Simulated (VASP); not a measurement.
Write the native input for VASP 6.6.1 that does the following.

- Task: single point
- Functional: PBE
- Potentials or basis: VASP PAW PBE potentials, release 64 (Na_pv, Te, Br)
- Cutoff: 520 eV
- k mesh: 3 × 3 × 3
- Occupations: fermi-dirac, width 0.0274 eV
- Spin: no spin polarisation
- Dipole correction: no
- Further INCAR settings: ALGO = Normal; EDIFF = 1e-06; NBANDS = 41

The structure of Na2TeBr6 lies in POSCAR:

```
Na2TeBr6
1.0
    0.0000000000      5.2095380000      5.2095380000
    5.2095380000      0.0000000000      5.2095380000
    5.2095380000      5.2095380000      0.0000000000
Na Te Br
2 1 6
Direct
    0.2500000000      0.2500000000      0.2500000000
    0.7500000000      0.7500000000      0.7500000000
    0.0000000000      0.0000000000      0.0000000000
    0.7532000000      0.2468000000      0.2468000000
    0.2468000000      0.7532000000      0.2468000000
    0.2468000000      0.7532000000      0.7532000000
    0.7532000000      0.2468000000      0.7532000000
    0.2468000000      0.2468000000      0.7532000000
    0.7532000000      0.7532000000      0.2468000000
```

These files were run (other wordings do the same):

INCAR

```
  PREC = Accurate
  ENCUT = 520
  EDIFF = 1E-6
  ISMEAR = -1
  SIGMA = 0.0274
  LREAL = False
  LASPH = True
  NELM = 100
  ALGO = Normal
  ISIF = 2
  LWAVE = False
  LCHARG = True
  GGA = PE
  LELF = True
  LVHAR = True
  NBANDS = 41
```

KPOINTS

```
regular mesh
0
Gamma
  3 3 3
```

Potentials or basis: VASP PAW PBE potentials, release 64 (Na_pv, Te, Br).

Launch:

```console
$ cat potpaw_PBE.64/Na_pv/POTCAR potpaw_PBE.64/Te/POTCAR potpaw_PBE.64/Br/POTCAR > POTCAR
$ mpirun -np 1 vasp_std > vasp.out
```

Results of the run:

The pressure is 4.9 GPa. The largest force is 1.540 eV/Å and the band gap on the k mesh is 2.24 eV, indirect (least direct gap 2.74 eV).

Caveat: spin-orbit coupling is left out, which moves the levels of the heavy elements; forces of over 1 eV/Å act on the atoms, so gaps and moduli don't describe the material at rest.

It took 2.8 min on 1 thread of AMD EPYC 7R13, with other jobs on the host, peak memory 0.41 GiB.
